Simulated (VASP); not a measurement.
Wanted: the native input for a VASP 6.6.1 run.

```yaml
Task: single point
Functional: r2SCAN0
Potentials_or_basis: VASP PAW PBE potentials, release 64 (Te, Sn_d)
Cutoff: 520 eV
k_mesh: 4 × 4 × 4
Occupations: fermi-dirac, width 0.05 eV
Spin: no spin polarisation
Dipole_correction: no
Grid_for_exact_exchange_PRECFOCK: Normal
Further_INCAR_settings: ALGO = Normal; EDIFF = 1e-07; NBANDS = 17
```

The system is SnTe.

```
Te Sn
1.0
     0.00000    3.61115    3.61115
     3.61115    0.00000    3.61115
     3.61115    3.61115    0.00000
Te Sn
1 1
Direct
  0.25000 0.25000 0.25000
  0.00000 0.00000 0.00000
```

These files were run (other wordings do the same):

POSCAR

```
SnTe
1.0
    0.0000000000      3.6111460000      3.6111460000
    3.6111460000      0.0000000000      3.6111460000
    3.6111460000      3.6111460000      0.0000000000
Te Sn
1 1
Direct
    0.2500000000      0.2500000000      0.2500000000
    0.0000000000      0.0000000000      0.0000000000
```

INCAR.step1

```
SYSTEM = SnTe
ALGO = Normal
EDIFF = 1E-5
ENCUT = 520
GGA = PE
ISIF = 2
ISMEAR = -1
LASPH = .TRUE.
LCHARG = .FALSE.
LREAL = .FALSE.
LWAVE = .TRUE.
NBANDS = 17
NELM = 100
PREC = Accurate
SIGMA = 0.05
```

INCAR.step2

```
SYSTEM = SnTe
AEXX = 0.25
ALGO = Normal
EDIFF = 1E-7
ENCUT = 520
ISIF = 2
ISMEAR = -1
ISTART = 1
LASPH = .TRUE.
LCHARG = .FALSE.
LHFCALC = .TRUE.
LMIXTAU = .TRUE.
LREAL = .FALSE.
LWAVE = .FALSE.
METAGGA = R2SCAN
NBANDS = 17
NELM = 100
PREC = Accurate
PRECFOCK = Normal
SIGMA = 0.05
```

KPOINTS

```
k-points
0
G
  4 4 4
  0 0 0
```

Potentials or basis: VASP PAW PBE potentials, release 64 (Te, Sn_d).

Run with:

```sh
$ cat potpaw_PBE.64/Te/POTCAR potpaw_PBE.64/Sn_d/POTCAR > POTCAR
$ cp INCAR.step1 INCAR
$ mpirun -np 1 vasp_std > vasp.out
$ cp INCAR.step2 INCAR
$ mpirun -np 1 vasp_std > vasp.out
```

It gave:

```json
{"Pressure": "-1.1 GPa", "Band gap on the k mesh": "1.02 eV, indirect (least direct gap 1.86 eV)"}
```

Caveat: the PAW data sets were made with another functional, which shifts forces and pressure a little; spin-orbit coupling is left out, which moves the levels of the heavy elements.

Wall time 19 min on 1 thread of Intel(R) Xeon(R) Platinum 8488C (Sapphire Rapids), with other jobs on the host, peak memory 0.28 GiB.
